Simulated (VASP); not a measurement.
# CaMn3 (Pm-3m) in VASP: further runs

The runs below take CaMn3 through single point, relaxation of cell and atoms, with PBE.

All numbers are computed with VASP 6.6.1; they aren't measurements. Logs are shortened: lines on timing, memory, paths and dates and some standing lists are left out, and cuts for length are marked.

### 1 The cell of the first run

It takes space group Pm-3m (No. 221, cubic). Conventional cell: a = 4.036 Å, b = 4.036 Å, c = 4.036 Å, α = 90.00°, β = 90.00°, γ = 90.00°. Ca (site symmetry m-3m) has 12 Mn at 2.85 Å within 3.8 Å. Mn (site symmetry 4/mmm) has 4 Ca at 2.85 Å and 8 Mn at 2.85 Å within 3.8 Å.

### 2 Single point, PBE, collinear spin, ferromagnetic start

INCAR reads:

```
SYSTEM = CaMn3
PREC = Accurate
ENCUT = 500
EDIFF = 1E-6
ISMEAR = 0
SIGMA = 0.1
LREAL = .False.
LASPH = .True.
NELM = 200
ALGO = Normal
ISIF = 2
LWAVE = .False.
LCHARG = .False.
ISPIN = 2
MAGMOM = 0 4 4 4
LORBIT = 11
LMAXMIX = 4
GGA = PE
NBANDS = 36
GGA_COMPAT = .False.
```

KPOINTS reads:

```
Automatic mesh
0
Gamma
  4 4 4
  0 0 0
```

POSCAR reads:

```
CaMn3
1.0
    4.0364444511      0.0000000000      0.0000000000
    0.0000000000      4.0364444511      0.0000000000
    0.0000000000      0.0000000000      4.0364444511
Ca Mn
1 3
Direct
    0.0000000000      0.0000000000      0.0000000000
    0.0000000000      0.5000000000      0.5000000000
    0.5000000000      0.0000000000      0.5000000000
    0.5000000000      0.5000000000      0.0000000000
```

Potentials or basis: VASP PAW PBE potentials, release 64 (Ca_sv, Mn_pv).

Run with:

```console
cat potpaw_PBE.64/Ca_sv/POTCAR potpaw_PBE.64/Mn_pv/POTCAR > POTCAR
mpirun -np 1 vasp_std > vasp.out
```

OUTCAR:

```text
SYSTEM = CaMn3
   PREC = Accurate
   ENCUT = 500
   EDIFF = 1E-6
   ISMEAR = 0
   LREAL = .False.
   LASPH = .True.
   NELM = 200
   ISIF = 2
   ISPIN = 2
   LORBIT = 11
   GGA = PE

 ion  position               nearest neighbor table
   1  0.000  0.000  0.000-   2 2.85   3 2.85   4 2.85   2 2.85   3 2.85   2 2.85   4 2.85   2 2.85
                             3 2.85   4 2.85   3 2.85   4 2.85
   2  0.000  0.500  0.500-   1 2.85   3 2.85   4 2.85   1 2.85   4 2.85   1 2.85   3 2.85   1 2.85
                             3 2.85   4 2.85   4 2.85   3 2.85
   3  0.500  0.000  0.500-   1 2.85   2 2.85   4 2.85   1 2.85   4 2.85   2 2.85   4 2.85   4 2.85
                             1 2.85   2 2.85   1 2.85   2 2.85
   4  0.500  0.500  0.000-   1 2.85   2 2.85   3 2.85   2 2.85   3 2.85   1 2.85   3 2.85   3 2.85
                             1 2.85   2 2.85   2 2.85   1 2.85

  LATTYP: Found a simple cubic cell.
 ALAT       =     4.0364444511

  Lattice vectors:

 A1 = (   4.0364444511,   0.0000000000,   0.0000000000)
 A2 = (   0.0000000000,   4.0364444511,   0.0000000000)
 A3 = (   0.0000000000,   0.0000000000,   4.0364444511)

Analysis of symmetry for initial positions (statically):
=====================================================================
 Subroutine PRICEL returns:
 Original cell was already a primitive cell.

 Routine SETGRP: Setting up the symmetry group for a
 simple cubic supercell.

 Subroutine GETGRP returns: Found 48 space group operations
 (whereof 48 operations were pure point group operations)
 out of a pool of 48 trial point group operations.

The static configuration has the point symmetry O_h .

Analysis of symmetry for dynamics (positions and initial velocities):
=====================================================================
 Subroutine PRICEL returns:
 Original cell was already a primitive cell.

 Routine SETGRP: Setting up the symmetry group for a
 simple cubic supercell.

 Subroutine GETGRP returns: Found 48 space group operations
 (whereof 48 operations were pure point group operations)
 out of a pool of 48 trial point group operations.

The dynamic configuration has the point symmetry O_h .

Analysis of structural, dynamic, and magnetic symmetry:
=====================================================================
 Subroutine PRICEL returns:
 Original cell was already a primitive cell.

 Routine SETGRP: Setting up the symmetry group for a
 simple cubic supercell.

 Subroutine GETGRP returns: Found 48 space group operations
 (whereof 48 operations were pure point group operations)
 out of a pool of 48 trial point group operations.

The overall configuration has the point symmetry O_h .

 Subroutine INISYM returns: Found 48 space group operations
 (whereof 48 operations are pure point group operations),
 and found     1 'primitive' translations

----------------------------------------------------------------------------------------

                                     Primitive cell

  volume of cell :      65.7653

  direct lattice vectors                    reciprocal lattice vectors
     4.036444451  0.000000000  0.000000000     0.247742788  0.000000000  0.000000000
     0.000000000  4.036444451  0.000000000     0.000000000  0.247742788  0.000000000
     0.000000000  0.000000000  4.036444451     0.000000000  0.000000000  0.247742788

  length of vectors
     4.036444451  4.036444451  4.036444451     0.247742788  0.247742788  0.247742788

  position of ions in fractional coordinates (direct lattice)
     0.000000000  0.000000000  0.000000000
     0.000000000  0.500000000  0.500000000
     0.500000000  0.000000000  0.500000000
     0.500000000  0.500000000  0.000000000

  ion indices of the primitive-cell ions
   primitive index   ion index
                 1           1
                 2           2
                 3           3
                 4           4

----------------------------------------------------------------------------------------

 KPOINTS: Automatic mesh

Automatic generation of k-mesh.
 Grid dimensions read from file:
 generate k-points for:    4    4    4

 Generating k-lattice:
[... 20 lines left out ...]
  0.250000  0.000000  0.000000      6.000000
  0.500000  0.000000  0.000000      3.000000
  0.250000  0.250000  0.000000     12.000000
  0.500000  0.250000  0.000000     12.000000
  0.500000  0.500000  0.000000      3.000000
  0.250000  0.250000  0.250000      8.000000
  0.500000  0.250000  0.250000     12.000000
  0.500000  0.500000  0.250000      6.000000
  0.500000  0.500000  0.500000      1.000000
   k-points           NKPTS =     10   k-points in BZ     NKDIM =     10   number of bands    NBANDS=     36
   number of dos      NEDOS =    301   number of ions     NIONS =      4
   total plane-waves  NPLWV =  27000
   dimension x,y,z NGX =    30 NGY =   30 NGZ =   30
   dimension x,y,z NGXF=    60 NGYF=   60 NGZF=   60
   ions per type =               1   3
   NGX,Y,Z   is equivalent  to a cutoff of  12.36, 12.36, 12.36 a.u.
   NGXF,Y,Z  is equivalent  to a cutoff of  24.71, 24.71, 24.71 a.u.
 SYSTEM =  CaMn3
   PREC   = accura    normal or accurate (medium, high low for compatibility)
   ISTART =      0    job   : 0-new  1-cont  2-samecut
   ICHARG =      2    charge: 1-file 2-atom 10-const
   ISPIN  =      2    spin polarized calculation?
   LNONCOLLINEAR =      F non collinear calculations
   LSORBIT =      F    spin-orbit coupling
   LASPH  =      T    aspherical Exc in radial PAW
   ENCUT  =  500.0 eV  36.75 Ry    6.06 a.u.   7.36  7.36  7.36*2*pi/ulx,y,z
   NELM   =    200;   NELMIN=  2; NELMDL= -5     # of ELM steps
   EDIFF  = 0.1E-05   stopping-criterion for ELM
   LREAL  =      F    real-space projection
   EDIFFG = 0.1E-04   stopping-criterion for IOM
   NSW    =      0    number of steps for IOM
   IBRION =     -1    ionic relax: 0-MD 1-quasi-New 2-CG
   NFREE  =      0    steps in history (QN), initial steepest desc. (CG)
   ISIF   =      2    stress and relaxation
   ISYM   =      2    0-nonsym 1-usesym 2-fastsym
   POTIM  = 0.5000    time-step for ionic-motion
   TEBEG  =    0.0;   TEEND  =   0.0 temperature during run
   PSTRESS=    0.0 pullay stress
   NELECT =      49.0000    total number of electrons
   NUPDOWN=      -1.0000    fix difference up-down
   EMIN   =  10.00;   EMAX   =-10.00  energy-range for DOS
   EFERMI =   0.00;   METHOD = LEGACY
   ISMEAR =     0;   SIGMA  =   0.10  broadening in eV -4-tet -1-fermi 0-gaus
   EFERMI_NEDOS =   21; number of points for ismear=-14 and -15
   IALGO  =     38    algorithm
   IMIX   =      4    mixing-type and parameters
     AMIX     =   0.40;   BMIX     =  1.00
     AMIX_MAG =   1.60;   BMIX_MAG =  1.00
  volume/ion in A,a.u.               =      16.44       110.95
  Fermi-wavevector in a.u.,A,eV,Ry     =   1.484139  2.804616 29.969121  2.202668
  Thomas-Fermi vector in A             =   2.597713
   LORBIT       =     11    0 simple, 1 ext, 2 COOP (PROOUT), +10 PAW based schemes
   GGA     = PE    functional components
   LHFCALC =     F    Hartree Fock is set to
   AEXX    =    0.0000 exact exchange contribution
   IVDW    =     0    specifies the selected vdW correction
   LEPSILON=     F    determine dielectric tensor
   LRPA    =     F    only Hartree local field effects (RPA)
 spin polarized calculation
 Gauss-broadening in eV      SIGMA  =   0.10
  energy-cutoff  :      500.00
  volume of cell :       65.77
 maximum number of plane-waves:      1743
 NGX is ok and might be reduce to    30
   NGX = 15   NGY = 15   NGZ = 15

 number of electron      49.0000101 magnetization       9.7987209

 number of electron      49.0000100 magnetization      10.1061032

 Free energy of the ion-electron system (eV)
  ---------------------------------------------------
  ext. energy  EPLUGINS =         0.00000000
  ---------------------------------------------------
  free energy    TOTEN  =       -26.08344965 eV

  energy without entropy =      -26.06290154  energy(sigma->0) =      -26.07317560

 E-fermi :   6.2716     XC(G=0): -11.4695

 val. band max:        6.2714759178   @ k =   0.5000   0.5000   0.5000
 cond. band min:       6.2756090486   @ k =   0.5000   0.5000   0.2500
 fundamental gap:      0.0041331308
 Fermi energy:         6.2715556449

 spin component 1

 k-point     1 :       0.0000    0.0000    0.0000
  band No.  band energies     occupation
      1     -42.8963      1.00000
      2     -42.8963      1.00000
      3     -42.8963      1.00000
      4     -42.8621      1.00000
      5     -42.8621      1.00000
      6     -42.8621      1.00000
[... 379 lines left out ...]
     35       8.5355      0.00000
     36      12.4851      0.00000
 Fermi energy:         6.2715556449

 spin component 2

 k-point     1 :       0.0000    0.0000    0.0000
  band No.  band energies     occupation
      1     -39.4181      1.00000
      2     -39.4181      1.00000
      3     -39.4181      1.00000
      4     -39.3676      1.00000
      5     -39.3676      1.00000
      6     -39.3676      1.00000
[... 379 lines left out ...]
     35      10.7147      0.00000
     36      12.6633      0.00000

------------------------ aborting loop because EDIFF is reached ----------------------------------------

  FORCE on cell =-STRESS in cart. coord.  units (eV):
  Direction    XX          YY          ZZ          XY          YZ          ZX
  --------------------------------------------------------------------------------------
  -------------------------------------------------------------------------------------
  Total        2.3106100      2.3106100      2.3106100      0.0000000      0.0000000      0.0000000
  in kB       56.2911715     56.2911715     56.2911715      0.0000000      0.0000000      0.0000000
  external PRESSURE =      56.2911715 kB  Pullay stress =       0.0000000 kB

 VOLUME and BASIS-vectors are now :
 -----------------------------------------------------------------------------
  energy-cutoff  :      500.00
  volume of cell :       65.77
      direct lattice vectors                 reciprocal lattice vectors
     4.036444451  0.000000000  0.000000000     0.247742788  0.000000000  0.000000000
     0.000000000  4.036444451  0.000000000     0.000000000  0.247742788  0.000000000
     0.000000000  0.000000000  4.036444451     0.000000000  0.000000000  0.247742788

 POSITION                                       TOTAL-FORCE (eV/Angst)
 -----------------------------------------------------------------------------------
      0.00000      0.00000      0.00000         0.000000      0.000000      0.000000
      0.00000      2.01822      2.01822         0.000000      0.000000      0.000000
      2.01822      0.00000      2.01822         0.000000      0.000000      0.000000
      2.01822      2.01822      0.00000         0.000000      0.000000      0.000000
 -----------------------------------------------------------------------------------
    total drift:                                0.000000      0.000000     -0.000000

  FREE ENERGIE OF THE ION-ELECTRON SYSTEM (eV)
  ---------------------------------------------------
  free  energy   TOTEN  =       -26.0834496541 eV

  energy  without entropy=      -26.0629015393  energy(sigma->0) =      -26.07317560

 total charge

# of ion       s       p       d       tot
------------------------------------------
    1        2.106   5.856   0.444   8.406
    2        0.346   6.186   5.034  11.566
    3        0.346   6.186   5.034  11.566
    4        0.346   6.186   5.034  11.566
--------------------------------------------------
tot          3.143  24.415  15.547  43.105

 magnetization (x)

# of ion       s       p       d       tot
------------------------------------------
    1       -0.018   0.013  -0.050  -0.056
    2        0.001   0.009   3.271   3.281
    3        0.001   0.009   3.271   3.281
    4        0.001   0.009   3.271   3.281
--------------------------------------------------
tot         -0.016   0.040   9.762   9.787
```

Run time: 32 s. Hardware: 1 thread of Intel Xeon 6975P-C (Granite Rapids), shared host; peak memory 0.19 GiB.

Results:

- Free energy: -26.0834 eV
- Pressure: 5.6 GPa
- Net moment: 10.11 μB per cell
- Site moments: Ca -0.06; Mn +3.28 μB
- Valence electrons inside the program's atomic spheres: Ca 8.41; Mn 11.57

Caveat: the k points lie up to 0.39 Å⁻¹ apart.

### 3 Single point, PBE, collinear spin, ferromagnetic start

This run uses another cell than the first one, of 17.93 Å³/atom, 1.090 times its volume.

INCAR reads:

```
PREC = Accurate
ENCUT = 500
EDIFF = 1E-6
ISMEAR = 0
SIGMA = 0.1
LREAL = F
LASPH = T
NELM = 200
ALGO = Normal
ISIF = 2
LWAVE = F
LCHARG = F
ISPIN = 2
MAGMOM = 0 3.66 3.66 3.66
LORBIT = 11
LMAXMIX = 4
GGA = PE
NBANDS = 36
GGA_COMPAT = F
```

KPOINTS reads:

```
Automatic mesh
0
Gamma
  4 4 4
```

POSCAR reads:

```
CaMn3
1.0
    4.1544081141      0.0000000000      0.0000000000
    0.0000000000      4.1544081141      0.0000000000
    0.0000000000      0.0000000000      4.1544081141
Ca Mn
1 3
Direct
    0.0000000000      0.0000000000      0.0000000000
    0.0000000000      0.5000000000      0.5000000000
    0.5000000000      0.0000000000      0.5000000000
    0.5000000000      0.5000000000      0.0000000000
```

Potentials or basis: VASP PAW PBE potentials, release 64 (Ca_sv, Mn_pv).

Run with:

```console
cat potpaw_PBE.64/Ca_sv/POTCAR potpaw_PBE.64/Mn_pv/POTCAR > POTCAR
mpirun -np 1 vasp_std > vasp.out
```

OUTCAR:

```text
PREC = Accurate
   ENCUT = 500
   EDIFF = 1E-6
   ISMEAR = 0
   LREAL = F
   LASPH = T
   NELM = 200
   ISIF = 2
   ISPIN = 2
   LORBIT = 11
   GGA = PE

 ion  position               nearest neighbor table
   1  0.000  0.000  0.000-   2 2.94   3 2.94   4 2.94   2 2.94   3 2.94   2 2.94   4 2.94   2 2.94
                             3 2.94   4 2.94   3 2.94   4 2.94
   2  0.000  0.500  0.500-   1 2.94   3 2.94   4 2.94   1 2.94   4 2.94   1 2.94   3 2.94   1 2.94
                             3 2.94   4 2.94   4 2.94   3 2.94
[... 1000 lines left out ...]
     4.154408114  0.000000000  0.000000000     0.240708176  0.000000000  0.000000000
     0.000000000  4.154408114  0.000000000     0.000000000  0.240708176  0.000000000
     0.000000000  0.000000000  4.154408114     0.000000000  0.000000000  0.240708176

 POSITION                                       TOTAL-FORCE (eV/Angst)
 -----------------------------------------------------------------------------------
      0.00000      0.00000      0.00000         0.000000      0.000000      0.000000
      0.00000      2.07720      2.07720         0.000000      0.000000      0.000000
      2.07720      0.00000      2.07720         0.000000      0.000000      0.000000
      2.07720      2.07720      0.00000         0.000000      0.000000      0.000000
 -----------------------------------------------------------------------------------
    total drift:                                0.000000      0.000000     -0.000000

  FREE ENERGIE OF THE ION-ELECTRON SYSTEM (eV)
  ---------------------------------------------------
  free  energy   TOTEN  =       -26.1930965660 eV

  energy  without entropy=      -26.1684810347  energy(sigma->0) =      -26.18078880

 total charge

# of ion       s       p       d       tot
------------------------------------------
    1        2.098   5.852   0.387   8.337
    2        0.331   6.172   4.984  11.487
    3        0.331   6.172   4.984  11.487
    4        0.331   6.172   4.984  11.487
--------------------------------------------------
tot          3.090  24.367  15.340  42.798

 magnetization (x)

# of ion       s       p       d       tot
------------------------------------------
    1       -0.014   0.009  -0.053  -0.058
    2        0.004   0.014   3.418   3.437
    3        0.004   0.014   3.418   3.437
    4        0.004   0.014   3.418   3.437
--------------------------------------------------
tot         -0.002   0.052  10.203  10.252
```

It took 28 s on 1 thread of Intel Xeon 6975P-C (Granite Rapids), shared host; peak memory 0.19 GiB.

What came out:

| Property | Result |
| --- | --- |
| Free energy | -26.1931 eV |
| Pressure | 0.3 GPa |
| Net moment | 10.65 μB per cell |
| Site moments | Ca -0.06; Mn +3.44 μB |
| Valence electrons inside the program's atomic spheres | Ca 8.34; Mn 11.49 |

Caveat: the k points lie up to 0.38 Å⁻¹ apart.

### 4 Relaxation of cell and atoms, PBE, collinear spin, ferromagnetic start

INCAR reads:

```
SYSTEM = CaMn3
PREC = Accurate
ENCUT = 500
EDIFF = 1E-7
ISMEAR = 0
SIGMA = 0.1
LREAL = .FALSE.
LASPH = .TRUE.
NELM = 200
ALGO = Normal
ISIF = 3
LWAVE = .FALSE.
LCHARG = .FALSE.
ISPIN = 2
MAGMOM = 0 3.66 3.66 3.66
LORBIT = 11
LMAXMIX = 4
GGA = PE
IBRION = 2
NSW = 90
EDIFFG = -0.04
GGA_COMPAT = .FALSE.
NELMIN = 4
```

KPOINTS reads:

```
Automatic mesh
0
G
  4 4 4
  0 0 0
```

POSCAR reads:

```
CaMn3
1.0
    4.0364444511      0.0000000000      0.0000000000
    0.0000000000      4.0364444511      0.0000000000
    0.0000000000      0.0000000000      4.0364444511
Ca Mn
1 3
Direct
    0.0000000000      0.0000000000      0.0000000000
    0.0000000000      0.5000000000      0.5000000000
    0.5000000000      0.0000000000      0.5000000000
    0.5000000000      0.5000000000      0.0000000000
```

Run with:

```console
cat potpaw_PBE.64/Ca_sv/POTCAR potpaw_PBE.64/Mn_pv/POTCAR > POTCAR
mpirun -np 1 vasp_std > vasp.out
```

It took 77 s on 1 thread of Intel Xeon 6975P-C (Granite Rapids), shared host; peak memory 0.2 GiB.

It converged, with:

```
Free energy                                           : -26.1860 eV
Relaxed volume                                        : 17.96 Å³/atom
Relaxed cell                                          : a = 4.157 Å, b = 4.157 Å, c = 4.157 Å, α = 90.00°, β = 90.00°, γ = 90.00°
Space group after relaxing (to 0.05 Å)                : Pm-3m (No. 221)
Energy gained by relaxing                             : 25.6 meV/atom
Ionic steps                                           : 3
Pressure after relaxing                               : 0.0 GPa
Net moment                                            : 10.66 μB per cell
Site moments                                          : Ca -0.06; Mn +3.44 μB
Valence electrons inside the program's atomic spheres : Ca 8.34; Mn 11.48
```

The path:
```
step  energy change (eV)  largest force (eV/Å)  pressure (GPa)  volume (Å³)
   1              0.0000                0.0000            5.57        65.77
   2             -0.1020                0.0000            0.40        71.36
   3             -0.1026                0.0000            0.00        71.85
```

Final structure:
```
CELL_PARAMETERS angstrom
4.15728 0.00000 0.00000
0.00000 4.15728 0.00000
0.00000 0.00000 4.15728
ATOMIC_POSITIONS crystal
Ca 0.00000 0.00000 0.00000
Mn 0.00000 0.50000 0.50000
Mn 0.50000 0.00000 0.50000
Mn 0.50000 0.50000 0.00000
```

Levels at points of the mesh, in eV from the Fermi level:
Spin up:
```tsv
k point	band 26	band 27	band 28	band 29	band 30	band 31	band 32	band 33	band 34
(0.00, 0.00, 0.00)	-0.84	-0.51	-0.51	-0.51	2.05	2.05	2.05	3.05	3.05
(0.50, 0.00, 0.00)	-1.50	-1.50	-1.46	-1.09	-0.51	2.37	2.37	2.82	5.09
(0.50, 0.50, 0.00)	-1.64	-1.64	-1.53	-1.21	-0.65	0.62	0.62	3.35	3.35
(0.50, 0.50, 0.50)	-0.72	-0.72	-0.72	-0.48	0.53	0.53	0.53	1.77	1.77
```
Spin down:
| k point | band 16 | band 17 | band 18 | band 19 | band 20 | band 21 | band 22 | band 23 |
| --- | --- | --- | --- | --- | --- | --- | --- | --- |
| (0.00, 0.00, 0.00) | -1.75 | -1.13 | -0.63 | -0.63 | -0.63 | 1.34 | 1.34 | 1.34 |
| (0.50, 0.00, 0.00) | -0.77 | -0.55 | -0.02 | 0.18 | 0.18 | 0.25 | 0.25 | 0.63 |
| (0.50, 0.50, 0.00) | -1.83 | -1.28 | -0.03 | 0.34 | 0.34 | 0.35 | 0.35 | 0.60 |
| (0.50, 0.50, 0.50) | -2.05 | -0.91 | -0.05 | 0.80 | 0.80 | 0.80 | 0.89 | 0.89 |

Caveat: the k points lie up to 0.38 Å⁻¹ apart in the final cell.

### 5 Overview

```tsv
task	cell	gap on the mesh (eV)	pressure (GPa)	moment (μB)
single point	a = 4.036 Å, 4 atoms	none	5.6	10.11
single point	a = 4.154 Å, 4 atoms	none	0.3	10.65
relaxation of cell and atoms	relaxed from a = 4.036 Å, 4 atoms	none	0.0	10.66
```

Alike in all rows: level PBE; potentials or basis VASP PAW PBE potentials, release 64 (Ca_sv, Mn_pv); spin collinear, ferromagnetic start; k mesh 4 × 4 × 4; cutoff (eV) 500; smearing gaussian 0.1 eV.

Caveats: all runs use coarse meshes.

Total energies depend on the potentials used, so only differences within one code and one set of settings carry meaning.
